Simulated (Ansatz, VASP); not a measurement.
One calculation of Be, two programs

The input INCAR:

```
SYSTEM = Be
ALGO = Normal ; EDIFF = 1E-8
ENCUT = 520 ; GGA = PE
ISIF = 2 ; ISMEAR = -1
LASPH = .True. ; LCHARG = .False.
LEFG = .True. ; LREAL = .False.
LWAVE = .False. ; NBANDS = 7
NELM = 60 ; PREC = Accurate
SIGMA = 0.05
```

Contents of KPOINTS:

```
k-points
0
Gamma
  20 20 20
  0 0 0
```

File POSCAR:

```
Be
1.0
   -1.2502352778      1.2502352778      1.2502352778
    1.2502352778     -1.2502352778      1.2502352778
    1.2502352778      1.2502352778     -1.2502352778
Be
1
Direct
    0.0000000000      0.0000000000      0.0000000000
```

Input for Ansatz:

```yaml
crystal:
  lattice:
    - [-1.2502352778, 1.2502352778, 1.2502352778]
    - [1.2502352778, -1.2502352778, 1.2502352778]
    - [1.2502352778, 1.2502352778, -1.2502352778]
  atoms:
    - { symbol: Be, position: [0.0, 0.0, 0.0] }
kpoints:
  mp_grid: { grid: [20, 20, 20] }
  band_path:
    path:
      - [0.0, 0.0, 0.0]
      - [0.5, -0.5, 0.5]
      - [0.0, 0.0, 0.5]
      - [0.0, 0.0, 0.0]
      - [0.25, 0.25, 0.25]
      - [0.5, -0.5, 0.5]
      - [0.25, 0.25, 0.25]
      - [0.0, 0.0, 0.5]
    npoints: 8
scf:
  occupations: { method: fermi_dirac, width: 0.05 }
hamiltonian:
  xc: pbe
  pseudopotentials: { kind: paw }
output:
  forces: true
  stress: true
  eigenvalues: true
  efg: { contact_densities: true }
  populations: true
  bader: true
  dos: { projected: true, de: 0.2, e_range: [-14, 8] }
```

Alike in both runs: task electric field gradients; functional PBE; k mesh 20 × 20 × 20; occupations fermi-dirac, width 0.05 eV; no spin polarisation.

|  | VASP | Ansatz |
| --- | --- | --- |
| version | VASP 6.6.1 | Ansatz 0.2.0 |
| potentials or method | VASP PAW PBE potentials, release 64 (Be) | PAW with Ansatz's default frozen-core files, scalar-relativistic |
| plane-wave cutoff (eV) | 520 | 420 |
| valence electrons in the cell | 2 | 2 |

Ansatz gave:

- pressure (GPa): 0.0

Question: Estimate VASP's values.

Answer: Pressure (GPa): 0.1.
